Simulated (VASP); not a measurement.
Runs of VASP 6.6.1 on HPbNO4. The typed cell holds 7 atoms: a = 4.275 Å, b = 5.609 Å, c = 5.670 Å, α = 100.02°, β = 111.92°, γ = 111.82°. 

```csv
level,potentials or basis,k mesh,gap on the mesh (eV),pressure (GPa),largest force (eV/Å)
revPBE,"VASP PAW PBE potentials, release 64 (H, Pb_d, N, O)",8 × 6 × 6,2.83,2.5,0.60
PBE,"VASP PAW PBE potentials, release 64 (H, Pb_d, N, O)",5 × 4 × 4,(b),0.6,0.39
LDA,"VASP PAW LDA potentials, release 64 (H, Pb_d, N, O)",8 × 6 × 6,2.72,-4.4,0.63
BLYP,"VASP PAW PBE potentials, release 64 (H, Pb_d, N, O)",8 × 6 × 6,2.74,2.9,0.90
RPBE,"VASP PAW PBE potentials, release 64 (H, Pb_d, N, O)",8 × 6 × 6,2.83,(a),0.70
PBE,"VASP PAW PBE potentials, release 64 (H, Pb_d, N, O)",7 × 5 × 5,2.88,0.6,0.39
```

Alike in all rows: task single point; no spin polarisation; cell as given; cutoff (eV) 520; smearing fermi-dirac 0.05 eV.

Task: Fill in the values left out.

Result: (a) 3.0; (b) 2.93.

Caveats: spin-orbit coupling is left out, which moves the levels of the heavy elements; the PAW data sets were made with another functional, which shifts forces and pressure a little (at least some runs); the cell stands under tension (at least some runs).

A k mesh can miss the band edges, and the runs leave out spin-orbit coupling on Pb.
